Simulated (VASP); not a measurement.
# MnPt2 (P-3m1) in VASP: a series of runs

Aim: see how the results for MnPt2 move with the level of theory and the settings. Levels: PBE, LDA. Tasks: single point.

Program: VASP 6.6.1. These are calculated values, not measurements. Logs are shortened: lines on timing, memory, paths and dates and some standing lists are left out, and cuts for length are marked.

## Step 1: The cell of the first run

The structure is trigonal, space group P-3m1 (No. 164). The conventional cell has a = 2.858 Å, b = 2.858 Å, c = 6.533 Å, α = 90.00°, β = 90.00°, γ = 120.00°. Within 3.5 Å of Pt (site symmetry 3m) lie 3 Mn at 2.64 Å and 9 Pt at 2.86 to 2.91 Å. Mn (site symmetry -3m) has 6 Pt at 2.64 Å and 6 Mn at 2.86 Å within 3.5 Å.

## Step 2: Single point, PBE, collinear spin, ferromagnetic start

INCAR

```
SYSTEM = MnPt2
ALGO     = Normal         ! electronic algorithm
EDIFF    = 1E-6           ! SCF threshold, eV
ENCUT    = 520            ! plane-wave cutoff, eV
GGA      = PE             ! functional
ISIF     = 2              ! what is computed and relaxed
ISMEAR   = -1             ! smearing method
ISPIN    = 2              ! spin polarisation
LASPH    = .True.         ! aspherical terms in the spheres
LCHARG   = .False.        ! write CHGCAR
LMAXMIX  = 4              ! l up to which the mixer works
LORBIT   = 11             ! projections on sites
LREAL    = .False.        ! projectors in reciprocal space
LWAVE    = .False.        ! write WAVECAR
MAGMOM   = 0 0 4          ! initial moments
NBANDS   = 28             ! bands
NELM     = 150            ! most SCF steps
PREC     = Accurate       ! precision mode
SIGMA    = 0.05           ! smearing width, eV
```

KPOINTS

```
k-points
0
Gamma
  11 11 4
  0 0 0
```

POSCAR

```
MnPt2
1.0
    2.8584044518      0.0000000000      0.0000000000
   -1.4292022259      2.4754508696      0.0000000000
    0.0000000000      0.0000000000      6.5325040000
Pt Mn
2 1
Direct
    0.6666666667      0.3333333333      0.3162060000
    0.3333333333      0.6666666667      0.6837940000
    0.0000000000      0.0000000000      0.0000000000
```

Potentials or basis: VASP PAW PBE potentials, release 64 (Pt, Mn_pv).

Started as:

```sh
$ cat potpaw_PBE.64/Pt/POTCAR potpaw_PBE.64/Mn_pv/POTCAR > POTCAR
$ mpirun -np 1 vasp_std > vasp.out
```

OUTCAR:

```text
SYSTEM = MnPt2
   EDIFF = 1E-6
   ENCUT = 520
   GGA = PE
   ISIF = 2
   ISMEAR = -1
   ISPIN = 2
   LASPH = .True.
   LORBIT = 11
   LREAL = .False.
   NELM = 150
   PREC = Accurate

 ion  position               nearest neighbor table
   1  0.667  0.333  0.316-   3 2.64   3 2.64   3 2.64   2 2.91   2 2.91   2 2.91
   2  0.333  0.667  0.684-   3 2.64   3 2.64   3 2.64   1 2.91   1 2.91   1 2.91
   3  0.000  0.000  0.000-   1 2.64   2 2.64   1 2.64   2 2.64   1 2.64   2 2.64

  LATTYP: Found a hexagonal cell.
 ALAT       =     2.8584044518
 C/A-ratio  =     2.2853672775

  Lattice vectors:

 A1 = (   2.8584044518,   0.0000000000,   0.0000000000)
 A2 = (  -1.4292022259,   2.4754508696,   0.0000000000)
 A3 = (   0.0000000000,   0.0000000000,   6.5325040000)

Analysis of symmetry for initial positions (statically):
=====================================================================
 Subroutine PRICEL returns:
 Original cell was already a primitive cell.

 Routine SETGRP: Setting up the symmetry group for a
 hexagonal supercell.

 Subroutine GETGRP returns: Found 12 space group operations
 (whereof 12 operations were pure point group operations)
 out of a pool of 24 trial point group operations.

The static configuration has the point symmetry D_3d.

Analysis of symmetry for dynamics (positions and initial velocities):
=====================================================================
 Subroutine PRICEL returns:
 Original cell was already a primitive cell.

 Routine SETGRP: Setting up the symmetry group for a
 hexagonal supercell.

 Subroutine GETGRP returns: Found 12 space group operations
 (whereof 12 operations were pure point group operations)
 out of a pool of 24 trial point group operations.

The dynamic configuration has the point symmetry D_3d.

Analysis of structural, dynamic, and magnetic symmetry:
=====================================================================
 Subroutine PRICEL returns:
 Original cell was already a primitive cell.

 Routine SETGRP: Setting up the symmetry group for a
 hexagonal supercell.

 Subroutine GETGRP returns: Found 12 space group operations
 (whereof 12 operations were pure point group operations)
 out of a pool of 24 trial point group operations.

The overall configuration has the point symmetry D_3d.

 Subroutine INISYM returns: Found 12 space group operations
 (whereof 12 operations are pure point group operations),
 and found     1 'primitive' translations

----------------------------------------------------------------------------------------

                                     Primitive cell

  volume of cell :      46.2230

  direct lattice vectors                    reciprocal lattice vectors
     2.858404452  0.000000000  0.000000000     0.349845523  0.201983407  0.000000000
    -1.429202226  2.475450870  0.000000000     0.000000000  0.403966814  0.000000000
     0.000000000  0.000000000  6.532504000     0.000000000  0.000000000  0.153080656

  length of vectors
     2.858404452  2.858404452  6.532504000     0.403966814  0.403966814  0.153080656

  position of ions in fractional coordinates (direct lattice)
     0.666666667  0.333333333  0.316206000
     0.333333333  0.666666667  0.683794000
     0.000000000  0.000000000  0.000000000

  ion indices of the primitive-cell ions
   primitive index   ion index
                 1           1
                 2           2
                 3           3

----------------------------------------------------------------------------------------

 KPOINTS: k-points

Automatic generation of k-mesh.
 Grid dimensions read from file:
 generate k-points for:   11   11    4

 Generating k-lattice:

  Cartesian coordinates                     Fractional coordinates (reciprocal lattice)
     0.031804138  0.018362128  0.000000000     0.090909091  0.000000000  0.000000000
     0.000000000  0.036724256  0.000000000     0.000000000  0.090909091  0.000000000
     0.000000000  0.000000000  0.038270164     0.000000000  0.000000000  0.250000000

  Length of vectors
     0.036724256  0.036724256  0.038270164

  Shift w.r.t. Gamma in fractional coordinates (k-lattice)
     0.000000000  0.000000000  0.000000000

 Subroutine IBZKPT returns following result:
 ===========================================

 Found     58 irreducible k-points:

 Following reciprocal coordinates:
            Coordinates               Weight
  0.000000  0.000000  0.000000      1.000000
  0.090909  0.000000  0.000000      6.000000
  0.181818  0.000000  0.000000      6.000000
  0.272727  0.000000  0.000000      6.000000
  0.363636  0.000000  0.000000      6.000000
  0.454545  0.000000  0.000000      6.000000
[... 16 lines left out ...]
  0.000000  0.272727  0.250000      6.000000
  0.363636  0.000000  0.250000      6.000000
 [... further k-points ...]
   k-points           NKPTS =     58   k-points in BZ     NKDIM =     58   number of bands    NBANDS=     28
   number of dos      NEDOS =    301   number of ions     NIONS =      3
   total plane-waves  NPLWV =  28800
   dimension x,y,z NGX =    24 NGY =   24 NGZ =   50
   dimension x,y,z NGXF=    48 NGYF=   48 NGZF=  100
   ions per type =               2   1
   NGX,Y,Z   is equivalent  to a cutoff of  13.96, 13.96, 12.72 a.u.
   NGXF,Y,Z  is equivalent  to a cutoff of  27.92, 27.92, 25.45 a.u.
 SYSTEM =  MnPt2
   PREC   = accura    normal or accurate (medium, high low for compatibility)
   ISTART =      0    job   : 0-new  1-cont  2-samecut
   ICHARG =      2    charge: 1-file 2-atom 10-const
   ISPIN  =      2    spin polarized calculation?
   LNONCOLLINEAR =      F non collinear calculations
   LSORBIT =      F    spin-orbit coupling
   LASPH  =      T    aspherical Exc in radial PAW
   ENCUT  =  520.0 eV  38.22 Ry    6.18 a.u.   5.31  5.31 12.15*2*pi/ulx,y,z
   NELM   =    150;   NELMIN=  2; NELMDL= -5     # of ELM steps
   EDIFF  = 0.1E-05   stopping-criterion for ELM
   LREAL  =      F    real-space projection
   EDIFFG = 0.1E-04   stopping-criterion for IOM
   NSW    =      0    number of steps for IOM
   IBRION =     -1    ionic relax: 0-MD 1-quasi-New 2-CG
   NFREE  =      0    steps in history (QN), initial steepest desc. (CG)
   ISIF   =      2    stress and relaxation
   ISYM   =      2    0-nonsym 1-usesym 2-fastsym
   POTIM  = 0.5000    time-step for ionic-motion
   TEBEG  =    0.0;   TEEND  =   0.0 temperature during run
   PSTRESS=    0.0 pullay stress
   NELECT =      33.0000    total number of electrons
   NUPDOWN=      -1.0000    fix difference up-down
   EMIN   =  10.00;   EMAX   =-10.00  energy-range for DOS
   EFERMI =   0.00;   METHOD = LEGACY
   ISMEAR =    -1;   SIGMA  =   0.05  broadening in eV -4-tet -1-fermi 0-gaus
   EFERMI_NEDOS =   21; number of points for ismear=-14 and -15
   IALGO  =     38    algorithm
   IMIX   =      4    mixing-type and parameters
     AMIX     =   0.40;   BMIX     =  1.00
     AMIX_MAG =   1.60;   BMIX_MAG =  1.00
  volume/ion in A,a.u.               =      15.41       103.98
  Fermi-wavevector in a.u.,A,eV,Ry     =   1.463166  2.764983 29.128095  2.140855
  Thomas-Fermi vector in A             =   2.579293
   LORBIT       =     11    0 simple, 1 ext, 2 COOP (PROOUT), +10 PAW based schemes
   GGA     = PE    functional components
   LHFCALC =     F    Hartree Fock is set to
   AEXX    =    0.0000 exact exchange contribution
   IVDW    =     0    specifies the selected vdW correction
   LEPSILON=     F    determine dielectric tensor
   LRPA    =     F    only Hartree local field effects (RPA)
 spin polarized calculation
  energy-cutoff  :      520.00
  volume of cell :       46.22
 maximum number of plane-waves:      1260
 NGX is ok and might be reduce to    24
   NGX = 11   NGY = 11   NGZ = 25

 number of electron      32.9999989 magnetization       4.5614553

 Free energy of the ion-electron system (eV)
  ---------------------------------------------------
  ext. energy  EPLUGINS =         0.00000000
  ---------------------------------------------------
  free energy    TOTEN  =       -21.79830461 eV

  energy without entropy =      -21.77938472  energy(sigma->0) =      -21.78884466

 E-fermi :   9.5444     XC(G=0): -12.8424

 val. band max:        9.5320522046   @ k =   0.1818   0.0909   0.0000
 cond. band min:       9.5704421101   @ k =   0.0000   0.4545   0.2500
 fundamental gap:      0.0383899054
 Fermi energy:         9.5443574700

 spin component 1

 k-point     1 :       0.0000    0.0000    0.0000
  band No.  band energies     occupation
      1     -40.2425      1.00000
      2     -40.2335      1.00000
      3     -40.2335      1.00000
      4       0.2459      1.00000
      5       2.5671      1.00000
      6       3.7026      1.00000
[... 20 lines left out ...]
     27      28.4699      0.00000
     28      28.4699      0.00000
[... 683 lines left out ...]
 k-point    24 :       0.3636    0.0000    0.2500
  band No.  band energies     occupation
      1     -40.3410      1.00000
      2     -40.2602      1.00000
      3     -40.2291      1.00000
      4       2.9794      1.00000
      5       3.5523      1.00000
      6       4.0674      1.00000
[... 20 lines left out ...]
     27      23.5268      0.00000
     28      24.9998      0.00000

 [... further k-points ...]

 spin component 2

 k-point     1 :       0.0000    0.0000    0.0000
  band No.  band energies     occupation
      1     -36.2670      1.00000
      2     -36.1729      1.00000
      3     -36.1729      1.00000
      4       0.4901      1.00000
      5       2.7062      1.00000
      6       4.4921      1.00000
[... 20 lines left out ...]
     27      29.1861      0.00000
     28      29.2007      0.00000
[... 683 lines left out ...]
 k-point    24 :       0.3636    0.0000    0.2500
  band No.  band energies     occupation
      1     -36.2981      1.00000
      2     -36.2503      1.00000
      3     -36.2035      1.00000
      4       3.2902      1.00000
      5       3.8638      1.00000
      6       4.3960      1.00000
[... 20 lines left out ...]
     27      24.0769      0.00000
     28      25.4367      0.00000

 [... further k-points ...]

------------------------ aborting loop because EDIFF is reached ----------------------------------------

  FORCE on cell =-STRESS in cart. coord.  units (eV):
  Direction    XX          YY          ZZ          XY          YZ          ZX
  --------------------------------------------------------------------------------------
  -------------------------------------------------------------------------------------
  Total       -0.4589516     -0.4589516      0.3593267      0.0000000      0.0000000      0.0000000
  in kB      -15.9081554    -15.9081554     12.4549631      0.0000000      0.0000000      0.0000000
  external PRESSURE =      -6.4537826 kB  Pullay stress =       0.0000000 kB

 VOLUME and BASIS-vectors are now :
 -----------------------------------------------------------------------------
  energy-cutoff  :      520.00
  volume of cell :       46.22
      direct lattice vectors                 reciprocal lattice vectors
     2.858404452  0.000000000  0.000000000     0.349845523  0.201983407  0.000000000
    -1.429202226  2.475450870  0.000000000     0.000000000  0.403966814  0.000000000
     0.000000000  0.000000000  6.532504000     0.000000000  0.000000000  0.153080656

 POSITION                                       TOTAL-FORCE (eV/Angst)
 -----------------------------------------------------------------------------------
      1.42920      0.82515      2.06562         0.000000      0.000000      0.033843
     -0.00000      1.65030      4.46689        -0.000000      0.000000     -0.033843
      0.00000      0.00000      0.00000         0.000000      0.000000     -0.000000
 -----------------------------------------------------------------------------------
    total drift:                                0.000000     -0.000000     -0.000000

  FREE ENERGIE OF THE ION-ELECTRON SYSTEM (eV)
  ---------------------------------------------------
  free  energy   TOTEN  =       -21.7983046075 eV

  energy  without entropy=      -21.7793847202  energy(sigma->0) =      -21.78884466

 total charge

# of ion       s       p       d       tot
------------------------------------------
    1        0.649   0.531   8.049   9.229
    2        0.649   0.531   8.049   9.229
    3        0.319   6.265   4.964  11.549
--------------------------------------------------
tot          1.618   7.327  21.062  30.007

 magnetization (x)

# of ion       s       p       d       tot
------------------------------------------
    1       -0.018  -0.003   0.327   0.306
    2       -0.018  -0.003   0.327   0.306
    3        0.018   0.025   3.726   3.768
--------------------------------------------------
tot         -0.018   0.019   4.380   4.380
```

Wall time 2.4 min (1 thread of Intel Xeon Platinum 8259CL at 2.50GHz (Skylake/Cascade Lake), shared host); peak memory 0.27 GiB.

What came out:

- Free energy: -21.7983 eV
- Pressure: -0.6 GPa
- Largest force: 0.034 eV/Å
- Net moment: 4.56 μB per cell
- Site moments: Pt +0.31; Mn +3.77 μB
- Valence electrons inside the program's atomic spheres: Pt 9.23; Mn 11.55

Forces on the atoms (eV/Å):
```
Pt   0.000  0.000  0.034
Pt   0.000  0.000 -0.034
Mn   0.000  0.000  0.000
```

Stress tensor (GPa, compression positive):
```
-1.59  0.00  0.00
 0.00 -1.59  0.00
 0.00  0.00  1.25
```

Caveat: spin-orbit coupling is left out, which moves the levels of the heavy elements.

## Step 3: Single point, PBE, collinear spin, ferromagnetic start

INCAR

```
PREC     = Accurate       # precision mode
ENCUT    = 520            # plane-wave cutoff, eV
EDIFF    = 1E-7           # SCF threshold, eV
ISMEAR   = -1             # smearing method
SIGMA    = 0.05           # smearing width, eV
LREAL    = F              # projectors in reciprocal space
LASPH    = T              # aspherical terms in the spheres
NELM     = 150            # most SCF steps
ALGO     = Normal         # electronic algorithm
ISIF     = 2              # what is computed and relaxed
LWAVE    = F              # write WAVECAR
LCHARG   = F              # write CHGCAR
ISPIN    = 2              # spin polarisation
MAGMOM   = 0 0 0.25       # initial moments
LORBIT   = 11             # projections on sites
LMAXMIX  = 4              # l up to which the mixer works
GGA      = PE             # functional
NBANDS   = 28             # bands
```

KPOINTS

```
Automatic mesh
0
Gamma
  11 11 4
```

POSCAR is that of step 2.

Potentials or basis: VASP PAW PBE potentials, release 64 (Pt, Mn_pv).

Started as:

```sh
$ cat potpaw_PBE.64/Pt/POTCAR potpaw_PBE.64/Mn_pv/POTCAR > POTCAR
$ mpirun -np 1 vasp_std > vasp.out
```

Wall time 2.8 min (1 thread of Intel Xeon Platinum 8259CL at 2.50GHz (Skylake/Cascade Lake), shared host); peak memory 0.27 GiB.

It converged, with:

| Property | Result |
| --- | --- |
| Free energy | -20.9296 eV |
| Pressure | -17.3 GPa |
| Largest force | 0.350 eV/Å |
| Net moment | 0.00 μB per cell |
| Valence electrons inside the program's atomic spheres | Pt 9.17; Mn 11.57 |

Forces on the atoms (eV/Å):
```
Pt   0.000  0.000 -0.350
Pt   0.000  0.000  0.350
Mn   0.000  0.000  0.000
```

Stress tensor (GPa, compression positive):
```
-21.36   0.00   0.00
  0.00 -21.36   0.00
  0.00   0.00  -9.21
```

Levels at points of the mesh, in eV from the Fermi level:
Spin up:
| k point | band 13 | band 14 | band 15 | band 16 | band 17 | band 18 | band 19 | band 20 | band 21 | band 22 |
| --- | --- | --- | --- | --- | --- | --- | --- | --- | --- | --- |
| (0.00, 0.00, 0.00) | -2.28 | -2.28 | -1.15 | -1.15 | -0.92 | -0.33 | -0.33 | 0.33 | 0.33 | 10.28 |
| (0.00, 0.00, 0.50) | -1.97 | -1.82 | -1.82 | -1.28 | -0.34 | -0.34 | 0.51 | 0.67 | 0.67 | 6.49 |
Spin down:
| k point | band 15 | band 16 | band 17 | band 18 | band 19 | band 20 |
| --- | --- | --- | --- | --- | --- | --- |
| (0.00, 0.00, 0.00) | -1.15 | -1.15 | -0.92 | -0.33 | -0.33 | 0.33 |
| (0.00, 0.00, 0.50) | -1.82 | -1.28 | -0.34 | -0.34 | 0.51 | 0.67 |

Caveat: the cell stands under tension; spin-orbit coupling is left out, which moves the levels of the heavy elements.

(Part 1 of 2 ends here.)
